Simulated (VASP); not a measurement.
AlCo3, 4 atoms in the cell. The structure is orthorhombic, space group Cmmm (No. 65). The conventional cell has a = 5.018 Å, b = 5.094 Å, c = 3.575 Å, α = 90.00°, β = 90.00°, γ = 90.00°. Within 3.3 Å of Al (site symmetry mmm) lie 12 Co at 2.51 to 2.55 Å. Within 3.3 Å of Co (site symmetry mmm) lie 4 Al at 2.51 to 2.55 Å and 8 Co at 2.53 Å. Within 3.3 Å of Co (site symmetry 2/m) lie 8 Co at 2.51 to 2.55 Å and 4 Al at 2.53 Å. 

```yaml
Program: VASP 6.6.1
Task: single point
Functional: LDA
Potentials_or_basis: VASP PAW LDA potentials, release 64 (Al, Co)
Cutoff: 520 eV
k_mesh: 10 × 10 × 10
Occupations: fermi-dirac, width 0.05 eV
Spin: collinear spin, ferromagnetic start
Starting_moments: "[0.0, 2.5, 2.5, 2.5] μB"
Dipole_correction: no
Further_INCAR_settings: ALGO = Normal; EDIFF = 1e-07; NBANDS = 27
```

Potentials or basis: VASP PAW LDA potentials, release 64 (Al, Co).

Command:

```sh
$ cat potpaw_LDA.64/Al/POTCAR potpaw_LDA.64/Co/POTCAR > POTCAR
$ mpirun -np 1 vasp_std > vasp.out
```

Hardware: 1 thread of Intel Xeon 8259CL (shared host).

Q: Estimate the wall time of this run.

A: Wall time 14 min on 1 thread of Intel Xeon 8259CL (shared host), peak memory 0.4 GiB. Counts: scf iterations 19, k points 186.
